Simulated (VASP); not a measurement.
# HgPt3 (Cmmm) in VASP: a series of runs

The runs below take HgPt3 through single point, with LDA.

Everything below comes from runs of VASP 6.6.1. Logs are shortened: lines on timing, memory, paths and dates and some standing lists are left out, and cuts for length are marked.

## (1) The cell of the first run

It takes space group Cmmm (No. 65, orthorhombic). Conventional cell: a = 5.628 Å, b = 7.671 Å, c = 2.805 Å, α = 90.00°, β = 90.00°, γ = 90.00°. Hg (site symmetry mmm) has 10 Pt at 2.76 to 2.81 Å and 2 Hg at 2.81 Å within 3.6 Å. Within 3.6 Å of Pt (site symmetry mmm) lie 10 Pt at 2.76 to 2.81 Å and 2 Hg at 2.81 Å. Within 3.6 Å of Pt (site symmetry 2/m) lie 4 Hg at 2.76 Å and 8 Pt at 2.76 to 2.81 Å.

## (2) Single point, LDA

INCAR reads:

```
SYSTEM = HgPt3
PREC = Accurate
ENCUT = 520
EDIFF = 1E-6
ISMEAR = 0
SIGMA = 0.1
LREAL = .FALSE.
LASPH = .TRUE.
NELM = 60
ALGO = Normal
ISIF = 2
LWAVE = .FALSE.
LCHARG = .FALSE.
NBANDS = 29
```

KPOINTS reads:

```
regular mesh
0
G
  5 5 8
  0 0 0
```

POSCAR reads:

```
HgPt3
1.0
    2.8138019872     -3.8354973363      0.0000000000
    2.8138019872      3.8354973363      0.0000000000
    0.0000000000      0.0000000000      2.8054070570
Hg Pt
1 3
Direct
    0.0000000000      0.0000000000      0.0000000000
    0.5000000000      0.5000000000      0.0000000000
    0.0000000000      0.5000000000      0.5000000000
    0.5000000000      0.0000000000      0.5000000000
```

Potentials or basis: VASP PAW LDA potentials, release 64 (Hg, Pt).

Command:

```sh
cat potpaw_LDA.64/Hg/POTCAR potpaw_LDA.64/Pt/POTCAR > POTCAR
mpirun -np 1 vasp_std > vasp.out
```

OUTCAR:

```text
SYSTEM = HgPt3
   PREC = Accurate
   ENCUT = 520
   EDIFF = 1E-6
   ISMEAR = 0
   LREAL = .FALSE.
   LASPH = .TRUE.
   NELM = 60
   ISIF = 2

 ion  position               nearest neighbor table
   1  0.000  0.000  0.000-   3 2.76   4 2.76   3 2.76   4 2.76   3 2.76   3 2.76   4 2.76   4 2.76
                             2 2.81   2 2.81
   2  0.500  0.500  0.000-   3 2.76   4 2.76   3 2.76   4 2.76   4 2.76   4 2.76   3 2.76   3 2.76
                             1 2.81   1 2.81
   3  0.000  0.500  0.500-   1 2.76   2 2.76   1 2.76   2 2.76   1 2.76   1 2.76   2 2.76   2 2.76
                             4 2.81   4 2.81
   4  0.500  0.000  0.500-   1 2.76   2 2.76   1 2.76   2 2.76   2 2.76   2 2.76   1 2.76   1 2.76
                             3 2.81   3 2.81

  LATTYP: Found a base centered orthorhombic cell.
 ALAT       =     5.6276039744
 B/A-ratio  =     1.3631013674
 C/A-ratio  =     0.4985082585

  Lattice vectors:

 A1 = (   2.8138019872,  -3.8354973363,   0.0000000000)
 A2 = (   2.8138019872,   3.8354973363,   0.0000000000)
 A3 = (   0.0000000000,   0.0000000000,   2.8054070570)

Analysis of symmetry for initial positions (statically):
=====================================================================
 Subroutine PRICEL returns:
 Original cell was already a primitive cell.

 Routine SETGRP: Setting up the symmetry group for a
 base centered orthorhombic supercell.

 Subroutine GETGRP returns: Found  8 space group operations
 (whereof  8 operations were pure point group operations)
 out of a pool of  8 trial point group operations.

The static configuration has the point symmetry D_2h.

Analysis of symmetry for dynamics (positions and initial velocities):
=====================================================================
 Subroutine PRICEL returns:
 Original cell was already a primitive cell.

 Routine SETGRP: Setting up the symmetry group for a
 base centered orthorhombic supercell.

 Subroutine GETGRP returns: Found  8 space group operations
 (whereof  8 operations were pure point group operations)
 out of a pool of  8 trial point group operations.

The dynamic configuration has the point symmetry D_2h.

 Subroutine INISYM returns: Found  8 space group operations
 (whereof  8 operations are pure point group operations),
 and found     1 'primitive' translations

----------------------------------------------------------------------------------------

                                     Primitive cell

  volume of cell :      60.5538

  direct lattice vectors                    reciprocal lattice vectors
[... 93 lines left out ...]
   EDIFFG = 0.1E-04   stopping-criterion for IOM
   NSW    =      0    number of steps for IOM
   IBRION =     -1    ionic relax: 0-MD 1-quasi-New 2-CG
   NFREE  =      0    steps in history (QN), initial steepest desc. (CG)
   ISIF   =      2    stress and relaxation
   ISYM   =      2    0-nonsym 1-usesym 2-fastsym
   POTIM  = 0.5000    time-step for ionic-motion
   TEBEG  =    0.0;   TEEND  =   0.0 temperature during run
   PSTRESS=    0.0 pullay stress
   NELECT =      42.0000    total number of electrons
   NUPDOWN=      -1.0000    fix difference up-down
   EMIN   =  10.00;   EMAX   =-10.00  energy-range for DOS
   EFERMI =   0.00;   METHOD = LEGACY
   ISMEAR =     0;   SIGMA  =   0.10  broadening in eV -4-tet -1-fermi 0-gaus
   EFERMI_NEDOS =   21; number of points for ismear=-14 and -15
   IALGO  =     38    algorithm
   IMIX   =      4    mixing-type and parameters
     AMIX     =   0.40;   BMIX     =  1.00
     AMIX_MAG =   1.60;   BMIX_MAG =  1.00
  volume/ion in A,a.u.               =      15.14       102.16
  Fermi-wavevector in a.u.,A,eV,Ry     =   1.449142  2.738481 28.572399  2.100012
  Thomas-Fermi vector in A             =   2.566902
   LORBIT       =      0    0 simple, 1 ext, 2 COOP (PROOUT), +10 PAW based schemes
   GGA     = CA    functional components
   LHFCALC =     F    Hartree Fock is set to
   AEXX    =    0.0000 exact exchange contribution
   IVDW    =     0    specifies the selected vdW correction
   LEPSILON=     F    determine dielectric tensor
   LRPA    =     F    only Hartree local field effects (RPA)
 non-spin polarized calculation
 Gauss-broadening in eV      SIGMA  =   0.10
  energy-cutoff  :      520.00
  volume of cell :       60.55
 maximum number of plane-waves:      1643
   NGX = 17   NGY = 17   NGZ = 11

 number of electron      42.0000005 magnetization

 Free energy of the ion-electron system (eV)
  ---------------------------------------------------
  ext. energy  EPLUGINS =         0.00000000
  ---------------------------------------------------
  free energy    TOTEN  =       -23.42823418 eV

  energy without entropy =      -23.41929658  energy(sigma->0) =      -23.42376538

 E-fermi :   9.8890     XC(G=0): -13.6636

 val. band max:        9.8744088432   @ k =   0.4000   0.4000   0.2500
 cond. band min:       9.9099890590   @ k =  -0.4000   0.4000   0.5000
 fundamental gap:      0.0355802157
 Fermi energy:         9.8889760096

 k-point     1 :       0.0000    0.0000    0.0000
  band No.  band energies     occupation
      1      -1.1578      2.00000
      2       0.5077      2.00000
      3       0.9667      2.00000
      4       1.2413      2.00000
      5       2.6603      2.00000
      6       2.6656      2.00000
[... 757 lines left out ...]
     28      20.5666      0.00000
     29      22.0875      0.00000

 [... further k-points ...]

------------------------ aborting loop because EDIFF is reached ----------------------------------------

  FORCE on cell =-STRESS in cart. coord.  units (eV):
  Direction    XX          YY          ZZ          XY          YZ          ZX
  --------------------------------------------------------------------------------------
  -------------------------------------------------------------------------------------
  Total        4.2398758      4.5947880      3.6897946      0.0000000      0.0000000      0.0000000
  in kB      112.1818564    121.5723925     97.6273895      0.0000000      0.0000000      0.0000000
  external PRESSURE =     110.4605462 kB  Pullay stress =       0.0000000 kB

 VOLUME and BASIS-vectors are now :
 -----------------------------------------------------------------------------
  energy-cutoff  :      520.00
  volume of cell :       60.55
      direct lattice vectors                 reciprocal lattice vectors
     2.813801987 -3.835497336  0.000000000     0.177695517 -0.130361191  0.000000000
     2.813801987  3.835497336  0.000000000     0.177695517  0.130361191  0.000000000
     0.000000000  0.000000000  2.805407057     0.000000000  0.000000000  0.356454511

 POSITION                                       TOTAL-FORCE (eV/Angst)
 -----------------------------------------------------------------------------------
      0.00000      0.00000      0.00000         0.000000      0.000000      0.000000
      2.81380      0.00000      0.00000        -0.000000     -0.000000      0.000000
      1.40690      1.91775      1.40270         0.000000      0.000000      0.000000
      1.40690     -1.91775      1.40270         0.000000      0.000000      0.000000
 -----------------------------------------------------------------------------------
    total drift:                                0.000000      0.000000      0.000000

  FREE ENERGIE OF THE ION-ELECTRON SYSTEM (eV)
  ---------------------------------------------------
  free  energy   TOTEN  =       -23.4282341800 eV

  energy  without entropy=      -23.4192965792  energy(sigma->0) =      -23.42376538
```

OSZICAR:

```text
N       E                     dE             d eps       ncg     rms          rms(c)
DAV:   1     0.300869820497E+03    0.30087E+03   -0.22110E+04  2626   0.144E+03
DAV:   2    -0.147035760253E+02   -0.31557E+03   -0.30106E+03  2768   0.348E+02
DAV:   3    -0.245660774012E+02   -0.98625E+01   -0.97545E+01  3003   0.654E+01
DAV:   4    -0.246356674053E+02   -0.69590E-01   -0.69558E-01  2870   0.532E+00
DAV:   5    -0.246364089627E+02   -0.74156E-03   -0.74153E-03  2950   0.611E-01    0.271E+01
DAV:   6    -0.236164881037E+02    0.10199E+01   -0.16356E+00  2885   0.117E+01    0.158E+01
DAV:   7    -0.234480598754E+02    0.16843E+00   -0.62650E-01  2851   0.721E+00    0.400E+00
DAV:   8    -0.234497246576E+02   -0.16648E-02   -0.24769E-01  2845   0.504E+00    0.129E+00
DAV:   9    -0.234283539517E+02    0.21371E-01   -0.63186E-02  2810   0.241E+00    0.531E-01
DAV:  10    -0.234282729147E+02    0.81037E-04   -0.24458E-03  2880   0.344E-01    0.166E-01
DAV:  11    -0.234282442266E+02    0.28688E-04   -0.14118E-04  2850   0.892E-02    0.549E-02
DAV:  12    -0.234282345671E+02    0.96596E-05   -0.49039E-05  2870   0.606E-02    0.148E-02
DAV:  13    -0.234282341800E+02    0.38709E-06   -0.17859E-06  1800   0.121E-02
   1 F= -.23428234E+02 E0= -.23423765E+02  d E =-.893760E-02
```

It took 26 s on 1 thread of AMD EPYC 9R45 (Zen 5), shared host; peak memory 0.17 GiB.

What came out:

```yaml
Free_energy: -23.4282 eV
Pressure: 11.0 GPa
Band_gap_on_the_k_mesh: zero (bands 21 and 22 overlap by 1.67 eV)
```

Caveat: the cell stands under pressure; spin-orbit coupling is left out, which moves the levels of the heavy elements.

## (3) Single point, LDA

This run uses another cell than the first one, of 15.56 Å³/atom.

INCAR reads:

```
ALGO = Normal
EDIFF = 1E-7
ENCUT = 520
ISIF = 2
ISMEAR = 0
LASPH = T
LCHARG = T
LELF = T
LREAL = F
LVHAR = T
LWAVE = F
NBANDS = 29
NELM = 80
PREC = Accurate
SIGMA = 0.1
```

KPOINTS reads:

```
k-points
0
Gamma
  5 5 8
```

POSCAR reads:

```
HgPt3
1.0
    2.8396181264     -3.8706873510      0.0000000000
    2.8396181264      3.8706873510      0.0000000000
    0.0000000000      0.0000000000      2.8311461742
Hg Pt
1 3
Direct
    0.0000000000      0.0000000000      0.0000000000
    0.5000000000      0.5000000000      0.0000000000
    0.0000000000      0.5000000000      0.5000000000
    0.5000000000      0.0000000000      0.5000000000
```

Potentials or basis: VASP PAW LDA potentials, release 64 (Hg, Pt).

Command:

```sh
cat potpaw_LDA.64/Hg/POTCAR potpaw_LDA.64/Pt/POTCAR > POTCAR
mpirun -np 1 vasp_std > vasp.out
```

OUTCAR:

```text
EDIFF = 1E-7
   ENCUT = 520
   ISIF = 2
   ISMEAR = 0
   LASPH = T
   LREAL = F
   NELM = 80
   PREC = Accurate

 ion  position               nearest neighbor table
   1  0.000  0.000  0.000-   3 2.79   4 2.79   3 2.79   4 2.79   3 2.79   3 2.79   4 2.79   4 2.79
                             2 2.84   2 2.84
   2  0.500  0.500  0.000-   3 2.79   4 2.79   3 2.79   4 2.79   4 2.79   4 2.79   3 2.79   3 2.79
                             1 2.84   1 2.84
[... 974 lines left out ...]
  Direction    XX          YY          ZZ          XY          YZ          ZX
  --------------------------------------------------------------------------------------
  -------------------------------------------------------------------------------------
  Total        1.3187761      1.5981807      0.7791476     -0.0000000      0.0000000      0.0000000
  in kB       33.9501209     41.1430171     20.0581097     -0.0000000      0.0000000      0.0000000
  external PRESSURE =      31.7170826 kB  Pullay stress =       0.0000000 kB

 VOLUME and BASIS-vectors are now :
 -----------------------------------------------------------------------------
  energy-cutoff  :      520.00
  volume of cell :       62.24
      direct lattice vectors                 reciprocal lattice vectors
     2.839618126 -3.870687351  0.000000000     0.176080014 -0.129176023  0.000000000
     2.839618126  3.870687351  0.000000000     0.176080014  0.129176023  0.000000000
     0.000000000  0.000000000  2.831146174     0.000000000  0.000000000  0.353213836

 POSITION                                       TOTAL-FORCE (eV/Angst)
 -----------------------------------------------------------------------------------
      0.00000      0.00000      0.00000         0.000000     -0.000000      0.000000
      2.83962      0.00000      0.00000        -0.000000      0.000000      0.000000
      1.41981      1.93534      1.41557         0.000000     -0.000000      0.000000
      1.41981     -1.93534      1.41557         0.000000     -0.000000      0.000000
 -----------------------------------------------------------------------------------
    total drift:                                0.000000      0.000000      0.000000

  FREE ENERGIE OF THE ION-ELECTRON SYSTEM (eV)
  ---------------------------------------------------
  free  energy   TOTEN  =       -23.5032778479 eV

  energy  without entropy=      -23.4936789507  energy(sigma->0) =      -23.49847840
```

Run time: 29 s. Hardware: 1 thread of AMD EPYC 9R45 (Zen 5), shared host; peak memory 0.17 GiB.

What came out:

- Free energy: -23.5033 eV
- Pressure: 3.2 GPa
- Band gap on the k mesh: zero (bands 21 and 22 overlap by 1.60 eV)

Levels at points of the mesh, in eV from the Fermi level:
| k point | band 19 | band 20 | band 21 | band 22 | band 23 | band 24 |
| --- | --- | --- | --- | --- | --- | --- |
| (0.00, 0.00, 0.00) | -0.91 | -0.76 | 0.17 | 0.21 | 0.44 | 1.71 |
| (0.00, 0.00, 0.50) | -1.66 | 0.41 | 0.58 | 1.55 | 4.87 | 6.49 |

Caveat: the cell stands under pressure; spin-orbit coupling is left out, which moves the levels of the heavy elements.

The gap in the log of VASP goes by the Fermi energy; the results here count the filled bands.